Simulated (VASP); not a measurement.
**Al32ClO48 (a cell with a defect) (Cl interstitial hop between voids): single point with PBE**

Crystal: Al32ClO48 (a cell with a defect) (Cl interstitial hop between voids).

```
Al O Cl
1.0
     4.80788    2.77583    8.74841
    -4.80788    2.77583    8.74841
     0.00000   -5.55167    8.74841
Al O Cl
32 48 1
Direct
  0.32595 0.31990 0.34949
  0.42802 0.43264 0.42781
  0.07042 0.07534 0.07355
  0.17787 0.17373 0.16829
  0.32703 0.31839 0.81494
  0.42388 0.44205 0.91900
  0.07366 0.07305 0.57391
  0.16794 0.17774 0.68293
  0.32240 0.82709 0.32541
  0.43192 0.92421 0.43301
  0.07384 0.58449 0.07045
  0.17613 0.68483 0.17465
  0.32048 0.82665 0.82538
  0.42594 0.93176 0.92338
  0.07180 0.57583 0.57523
  0.17879 0.67551 0.67653
  0.82736 0.32802 0.31770
  0.92747 0.42788 0.42336
  0.57589 0.07133 0.05051
  0.67377 0.16987 0.18509
  0.81999 0.32551 0.82343
  0.92206 0.42743 0.92529
  0.57003 0.07305 0.56419
  0.67754 0.17640 0.66532
  0.82441 0.82527 0.32325
  0.93033 0.92728 0.42552
  0.57140 0.57758 0.07285
  0.67646 0.67915 0.17341
  0.82726 0.82428 0.81887
  0.92223 0.93245 0.92312
  0.57771 0.57235 0.56971
  0.67647 0.67659 0.67304
  0.21553 0.02040 0.38176
  0.49435 0.09306 0.35977
  0.02515 0.38180 0.21594
  0.39336 0.17220 0.98998
  0.12001 0.28204 0.47976
  0.27051 0.52495 0.09650
  0.21988 0.03162 0.87496
  0.48107 0.12258 0.75533
  0.02210 0.37847 0.72421
  0.35900 0.23885 0.54567
  0.12030 0.28021 0.96714
  0.27677 0.47826 0.62402
  0.22105 0.53342 0.37495
  0.47235 0.62890 0.27683
  0.02708 0.87650 0.22049
  0.37669 0.73084 0.02361
  0.12574 0.77656 0.47263
  0.27038 0.96294 0.13090
  0.22450 0.52409 0.87687
  0.47239 0.63153 0.77046
  0.03052 0.87292 0.72046
  0.37769 0.72187 0.52753
  0.11393 0.79883 0.96472
  0.27091 0.97240 0.63047
  0.74245 0.02523 0.37224
  0.97413 0.12874 0.27386
  0.52576 0.37720 0.22346
  0.86958 0.22244 0.02944
  0.62923 0.28230 0.46286
  0.77599 0.47557 0.12162
  0.73077 0.02764 0.86182
  0.96758 0.12889 0.77749
  0.52883 0.37664 0.71450
  0.87691 0.22390 0.52385
  0.62581 0.27935 0.96084
  0.77819 0.47126 0.62371
  0.72260 0.52995 0.37098
  0.96877 0.62855 0.27785
  0.52824 0.87802 0.22178
  0.87372 0.72574 0.02605
  0.63233 0.77002 0.47080
  0.76899 0.97698 0.12504
  0.71685 0.53025 0.87537
  0.97127 0.62436 0.77891
  0.52788 0.87519 0.71624
  0.87611 0.71952 0.52917
  0.62526 0.78272 0.96923
  0.78490 0.97041 0.62129
  0.34563 0.24376 0.18322
```

```
Program             : VASP 6.6.1
Task                : single point
Functional          : PBE
Potentials or basis : VASP PAW PBE potentials, release 64 (Al, O, Cl)
Cutoff              : 520 eV
k mesh              : 1 × 1 × 1
Occupations         : fermi-dirac, width 0.01 eV
Spin                : no spin polarisation
```

The largest force is 0.360 eV/Å.

Forces in eV/Å, atoms in the order of the input:
```
Al   0.015  0.072 -0.068
Al   0.001  0.000 -0.026
Al   0.003  0.015 -0.012
Al   0.013 -0.009 -0.012
Al   0.021  0.010  0.026
Al  -0.019 -0.049  0.121
Al  -0.002 -0.013 -0.013
Al  -0.011  0.030  0.006
Al   0.009 -0.021 -0.038
Al   0.017 -0.001 -0.015
Al  -0.001 -0.008  0.010
Al   0.008  0.016  0.053
Al  -0.007  0.020  0.017
Al  -0.023  0.021  0.036
Al   0.003  0.010 -0.003
Al   0.009 -0.022  0.012
Al  -0.002  0.009 -0.011
Al  -0.004 -0.019  0.014
Al  -0.032 -0.055 -0.001
Al  -0.016  0.072 -0.043
Al   0.004 -0.015  0.035
Al   0.004  0.014  0.035
Al   0.015  0.029  0.016
Al   0.005  0.000  0.005
Al  -0.004  0.007 -0.008
Al  -0.002  0.010 -0.007
Al  -0.003  0.016  0.000
Al   0.000 -0.010  0.013
Al  -0.008  0.004  0.018
Al  -0.012 -0.002  0.013
Al  -0.003 -0.020  0.006
Al  -0.004  0.011  0.019
O    0.017 -0.062 -0.054
O   -0.019  0.140 -0.119
O   -0.030 -0.002 -0.022
O    0.145 -0.042 -0.112
O   -0.022 -0.006 -0.004
O    0.056  0.053  0.037
O   -0.011  0.022  0.006
O    0.002  0.053 -0.030
O    0.001  0.020  0.017
O    0.033  0.048 -0.049
O    0.002  0.008  0.023
O    0.027  0.006  0.010
O    0.004  0.015  0.003
O    0.007  0.003 -0.008
O   -0.013  0.006 -0.006
O   -0.005  0.030  0.020
O    0.012 -0.017 -0.017
O    0.009 -0.039 -0.043
O    0.038 -0.018  0.021
O   -0.010  0.008  0.023
O    0.007 -0.017  0.010
O    0.024 -0.028 -0.001
O    0.003  0.007  0.013
O   -0.005  0.025  0.004
O   -0.036  0.022 -0.025
O   -0.008 -0.002 -0.003
O   -0.014  0.040 -0.054
O    0.018  0.021  0.014
O   -0.014  0.023  0.000
O   -0.007  0.000 -0.008
O   -0.025  0.021  0.046
O   -0.023 -0.010  0.000
O    0.044 -0.062  0.082
O   -0.002 -0.004 -0.006
O   -0.067 -0.237  0.207
O    0.007 -0.046 -0.006
O   -0.009 -0.019  0.008
O    0.027  0.004  0.009
O   -0.001 -0.030  0.007
O    0.004 -0.002  0.011
O    0.010  0.007  0.001
O    0.027  0.004 -0.020
O   -0.004  0.025  0.026
O    0.011  0.000  0.025
O   -0.009  0.031 -0.007
O    0.003  0.007  0.004
O   -0.011  0.019  0.026
O    0.012  0.012  0.008
Cl  -0.181 -0.159 -0.267
```

Levels at points of the mesh, in eV from the Fermi level:
```
           k point  band 193  band 194  band 195  band 196  band 197  band 198  band 199  band 200
(0.00, 0.00, 0.00)     -1.78     -1.28     -0.73     -0.33      3.76      5.68      5.99      6.23
```

Run time: 5.8 min on 1 thread of Intel(R) Xeon(R) Platinum 8488C (Sapphire Rapids) (shared host), peak memory 0.95 GiB.

Caveat: the k points lie up to 0.79 Å⁻¹ apart; the cell carries a net charge on a neutralising background, which shifts energy and pressure; the cell is charged against a uniform background, so pressure and absolute levels hang on convention.
